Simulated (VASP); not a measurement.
# Na in VASP: further runs

Na is run at these levels: PBEsol; tasks: single point.

Program: VASP 6.6.1. These are calculated values, not measurements. Logs are shortened: lines on timing, memory, paths and dates and some standing lists are left out, and cuts for length are marked.

## (1) The cell of the first run

It takes space group Im-3m (No. 229, cubic). Conventional cell: a = 4.108 Å, b = 4.108 Å, c = 4.108 Å, α = 90.00°, β = 90.00°, γ = 90.00°. Na (site symmetry m-3m) has 14 Na at 3.56 to 4.11 Å within 4.7 Å.

## (2) Single point, PBEsol (strain -0.030 along x and y, -0.030 along z)

INCAR

```
SYSTEM = Na
  ALGO = Normal
  EDIFF = 1E-6
  ENCUT = 520
  GGA = PS
  ISIF = 2
  ISMEAR = 0
  LASPH = .TRUE.
  LCHARG = .FALSE.
  LREAL = .FALSE.
  LWAVE = .FALSE.
  NBANDS = 10
  NELM = 80
  PREC = Accurate
  SIGMA = 0.15
```

KPOINTS

```
k-points
0
G
  16 16 16
  0 0 0
```

POSCAR

```
Na
1.0
   -2.0539750000      2.0539750000      2.0539750000
    2.0539750000     -2.0539750000      2.0539750000
    2.0539750000      2.0539750000     -2.0539750000
Na
1
Direct
    0.0000000000      0.0000000000      0.0000000000
```

Potentials or basis: VASP PAW PBE potentials, release 64 (Na_pv).

Command:

```bash
$ cat potpaw_PBE.64/Na_pv/POTCAR > POTCAR
$ mpirun -np 1 vasp_std > vasp.out
```

OUTCAR:

```text
SYSTEM = Na
   EDIFF = 1E-6
   ENCUT = 520
   GGA = PS
   ISIF = 2
   ISMEAR = 0
   LASPH = .TRUE.
   LREAL = .FALSE.
   NELM = 80
   PREC = Accurate

 ion  position               nearest neighbor table
   1  0.000  0.000  0.000-

  LATTYP: Found a body centered cubic cell.
 ALAT       =     4.1079500000

  Lattice vectors:

 A1 = (  -2.0539750000,   2.0539750000,   2.0539750000)
 A2 = (   2.0539750000,  -2.0539750000,   2.0539750000)
 A3 = (   2.0539750000,   2.0539750000,  -2.0539750000)

Analysis of symmetry for initial positions (statically):
=====================================================================
 Subroutine PRICEL returns:
 Original cell was already a primitive cell.

 Routine SETGRP: Setting up the symmetry group for a
 body centered cubic supercell.

 Subroutine GETGRP returns: Found 48 space group operations
[... 9 lines left out ...]

 Routine SETGRP: Setting up the symmetry group for a
 body centered cubic supercell.

 Subroutine GETGRP returns: Found 48 space group operations
[... 11 lines left out ...]
                                     Primitive cell

  volume of cell :      34.6613

  direct lattice vectors                    reciprocal lattice vectors
    -2.053975000  2.053975000  2.053975000     0.000000000  0.243430421  0.243430421
     2.053975000 -2.053975000  2.053975000     0.243430421  0.000000000  0.243430421
     2.053975000  2.053975000 -2.053975000     0.243430421  0.243430421  0.000000000

  length of vectors
     3.557589057  3.557589057  3.557589057     0.344262604  0.344262604  0.344262604

  position of ions in fractional coordinates (direct lattice)
     0.000000000  0.000000000  0.000000000

  ion indices of the primitive-cell ions
   primitive index   ion index
                 1           1

----------------------------------------------------------------------------------------

 KPOINTS: k-points

Automatic generation of k-mesh.
 Grid dimensions read from file:
 generate k-points for:   16   16   16

 Generating k-lattice:

  Cartesian coordinates                     Fractional coordinates (reciprocal lattice)
     0.000000000  0.015214401  0.015214401     0.062500000  0.000000000  0.000000000
     0.015214401  0.000000000  0.015214401     0.000000000  0.062500000  0.000000000
     0.015214401  0.015214401  0.000000000     0.000000000  0.000000000  0.062500000

  Length of vectors
     0.021516413  0.021516413  0.021516413

[... 49 lines left out ...]
   LSORBIT =      F    spin-orbit coupling
   LASPH  =      T    aspherical Exc in radial PAW
   ENCUT  =  520.0 eV  38.22 Ry    6.18 a.u.   6.61  6.61  6.61*2*pi/ulx,y,z
   NELM   =     80;   NELMIN=  2; NELMDL= -5     # of ELM steps
   EDIFF  = 0.1E-05   stopping-criterion for ELM
   LREAL  =      F    real-space projection
   EDIFFG = 0.1E-04   stopping-criterion for IOM
   NSW    =      0    number of steps for IOM
   IBRION =     -1    ionic relax: 0-MD 1-quasi-New 2-CG
   NFREE  =      0    steps in history (QN), initial steepest desc. (CG)
   ISIF   =      2    stress and relaxation
   ISYM   =      2    0-nonsym 1-usesym 2-fastsym
   POTIM  = 0.5000    time-step for ionic-motion
   TEBEG  =    0.0;   TEEND  =   0.0 temperature during run
   PSTRESS=    0.0 pullay stress
   NELECT =       7.0000    total number of electrons
   NUPDOWN=      -1.0000    fix difference up-down
   EMIN   =  10.00;   EMAX   =-10.00  energy-range for DOS
   EFERMI =   0.00;   METHOD = LEGACY
   ISMEAR =     0;   SIGMA  =   0.15  broadening in eV -4-tet -1-fermi 0-gaus
   EFERMI_NEDOS =   21; number of points for ismear=-14 and -15
   IALGO  =     38    algorithm
   IMIX   =      4    mixing-type and parameters
     AMIX     =   0.40;   BMIX     =  1.00
     AMIX_MAG =   1.60;   BMIX_MAG =  1.00
  volume/ion in A,a.u.               =      34.66       233.91
  Fermi-wavevector in a.u.,A,eV,Ry     =   0.960489  1.815061 12.551905  0.922539
  Thomas-Fermi vector in A             =   2.089778
   LORBIT       =      0    0 simple, 1 ext, 2 COOP (PROOUT), +10 PAW based schemes
   GGA     = PS    functional components
   LHFCALC =     F    Hartree Fock is set to
   AEXX    =    0.0000 exact exchange contribution
   IVDW    =     0    specifies the selected vdW correction
   LEPSILON=     F    determine dielectric tensor
   LRPA    =     F    only Hartree local field effects (RPA)
 non-spin polarized calculation
 Gauss-broadening in eV      SIGMA  =   0.15
  energy-cutoff  :      520.00
  volume of cell :       34.66
 maximum number of plane-waves:       959
   NGX = 13   NGY = 13   NGZ = 13

 number of electron       6.9999990 magnetization

 Free energy of the ion-electron system (eV)
  ---------------------------------------------------
  ext. energy  EPLUGINS =         0.00000000
  ---------------------------------------------------
  free energy    TOTEN  =        -1.40044653 eV

  energy without entropy =       -1.39552607  energy(sigma->0) =       -1.39798630

 E-fermi :   0.5035     XC(G=0):  -6.6814

 val. band max:        0.4928869439   @ k =  -0.3750   0.4375   0.1250
 cond. band min:       0.5551123694   @ k =  -0.4375   0.4375   0.0625
 fundamental gap:      0.0622254255
 Fermi energy:         0.5034531698

 k-point     1 :       0.0000    0.0000    0.0000
  band No.  band energies     occupation
      1     -24.2316      2.00000
      2     -24.2316      2.00000
      3     -24.2316      2.00000
      4      -2.9201      2.00000
      5      12.6778      0.00000
      6      12.6778      0.00000
      7      12.6778      0.00000
      8      13.7240      0.00000
      9      13.7240      0.00000
     10      14.2954      0.00000
[... 287 lines left out ...]
 k-point    24 :       0.2500    0.1875    0.0000
  band No.  band energies     occupation
      1     -24.2673      2.00000
      2     -24.2463      2.00000
      3     -24.2354      2.00000
      4      -0.3190      2.00000
      5       4.9244      0.00000
      6       6.2629      0.00000
      7       9.5370      0.00000
      8      12.2915      0.00000
      9      13.7375      0.00000
     10      15.7282      0.00000

 [... further k-points ...]
[... 5 lines left out ...]
  --------------------------------------------------------------------------------------
  -------------------------------------------------------------------------------------
  Total        0.0780110      0.0780110      0.0780110     -0.0000000      0.0000000     -0.0000000
  in kB        3.6059613      3.6059613      3.6059613     -0.0000000      0.0000000     -0.0000000
  external PRESSURE =       3.6059613 kB  Pullay stress =       0.0000000 kB

 VOLUME and BASIS-vectors are now :
 -----------------------------------------------------------------------------
  energy-cutoff  :      520.00
  volume of cell :       34.66
      direct lattice vectors                 reciprocal lattice vectors
    -2.053975000  2.053975000  2.053975000     0.000000000  0.243430421  0.243430421
     2.053975000 -2.053975000  2.053975000     0.243430421  0.000000000  0.243430421
     2.053975000  2.053975000 -2.053975000     0.243430421  0.243430421  0.000000000

 POSITION                                       TOTAL-FORCE (eV/Angst)
 -----------------------------------------------------------------------------------
      0.00000      0.00000      0.00000         0.000000     -0.000000      0.000000
 -----------------------------------------------------------------------------------
    total drift:                                0.000000     -0.000000      0.000000

  FREE ENERGIE OF THE ION-ELECTRON SYSTEM (eV)
  ---------------------------------------------------
  free  energy   TOTEN  =        -1.4004465260 eV

  energy  without entropy=       -1.3955260668  energy(sigma->0) =       -1.39798630
```

It took 64 s on 1 thread of AMD EPYC 7R13, shared host; peak memory 0.14 GiB.

Results:

- Free energy: -1.4004 eV
- Pressure: 0.4 GPa

Caveat: the cell differs from its parent crystal (strain -0.030 along x and y, -0.030 along z); the PAW data sets were made with another functional, which shifts forces and pressure a little.

## (3) Single point, PBEsol (strain -0.015 along x and y, -0.015 along z)

INCAR

```
SYSTEM = Na
ALGO     = Fast           ! electronic algorithm
EDIFF    = 1E-7           ! SCF threshold, eV
ENCUT    = 520            ! plane-wave cutoff, eV
GGA      = PS             ! functional
ISIF     = 2              ! what is computed and relaxed
ISMEAR   = 0              ! smearing method
LASPH    = .True.         ! aspherical terms in the spheres
LCHARG   = .True.         ! write CHGCAR
LELF     = .True.         ! ELF
LREAL    = .False.        ! projectors in reciprocal space
LVHAR    = .True.       
LWAVE    = .False.        ! write WAVECAR
NBANDS   = 10             ! bands
NELM     = 60             ! most SCF steps
PREC     = Accurate       ! precision mode
SIGMA    = 0.15           ! smearing width, eV
```

KPOINTS

```
k-points
0
Gamma
  16 16 16
  0 0 0
```

POSCAR

```
Na
1.0
   -2.0857375000      2.0857375000      2.0857375000
    2.0857375000     -2.0857375000      2.0857375000
    2.0857375000      2.0857375000     -2.0857375000
Na
1
Direct
    0.0000000000      0.0000000000      0.0000000000
```

Potentials or basis: VASP PAW PBE potentials, release 64 (Na_pv).

Command:

```bash
$ cat potpaw_PBE.64/Na_pv/POTCAR > POTCAR
$ mpirun -np 1 vasp_std > vasp.out
```

It took 1.9 min on 1 thread of AMD EPYC 7R13, shared host; peak memory 0.14 GiB.

It converged, with:

```
Free energy : -1.4024 eV
Pressure    : 0.0 GPa
```

Levels at points of the mesh, in eV from the Fermi level:
| k point | band 1 | band 2 | band 3 | band 4 | band 5 | band 6 | band 7 | band 8 |
| --- | --- | --- | --- | --- | --- | --- | --- | --- |
| (0.00, 0.00, 0.00) | -24.77 | -24.77 | -24.77 | -3.32 | 11.87 | 11.87 | 11.87 | 12.89 |
| (0.50, 0.00, 0.00) | -24.81 | -24.78 | -24.77 | 0.75 | 1.25 | 8.29 | 9.30 | 9.38 |
| (0.50, 0.50, 0.50) | -24.80 | -24.80 | -24.80 | 4.55 | 4.55 | 4.96 | 4.96 | 4.96 |

Caveat: the cell differs from its parent crystal (strain -0.015 along x and y, -0.015 along z); the PAW data sets were made with another functional, which shifts forces and pressure a little.

(Part 1 of 2 ends here.)
